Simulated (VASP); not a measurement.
Crystal: Sc.

```xyz
1
Lattice="1.8400 1.8400 1.8400 -1.8400 1.8400 1.8400 -1.8400 -1.8400 1.8400" Properties=species:S:1:pos:R:3 pbc="T T T"
Sc    0.0000    0.0000    0.0000
```

| Item | Value |
| --- | --- |
| Program | VASP 6.6.1 |
| Task | relaxation of cell and atoms |
| Functional | PBEsol |
| Potentials or basis | VASP PAW PBE potentials, release 64 (Sc_sv) |
| Cutoff | 600 eV |
| k mesh | 7 × 7 × 7 |
| Occupations | fermi-dirac, width 0.05 eV |
| Spin | no spin polarisation |

At the start: pressure -2.2 GPa; volume 24.92 Å³/atom.

Question: How do energy, volume and symmetry change on relaxing?

Answer: Over 3 steps the energy falls by 7.5 meV/atom and the volume is 23.87 Å³/atom (-4.2 %); space group Im-3m (No. 229, to 0.05 Å).

The path:
```
step  energy change (eV)  largest force (eV/Å)  pressure (GPa)  volume (Å³)
   1              0.0000                0.0000           -2.24        24.92
   2             -0.0072                0.0000            0.45        23.68
   3             -0.0075                0.0000            0.01        23.87
```

Final structure:
```yaml
crystal:
  lattice:
    - [1.81392, 1.81392, 1.81392]
    - [-1.81392, 1.81392, 1.81392]
    - [-1.81392, -1.81392, 1.81392]
  atoms:
    - { symbol: Sc, position: [0.00000, 0.00000, 0.00000] }
```

Caveat: the PAW data sets were made with another functional, which shifts forces and pressure a little.
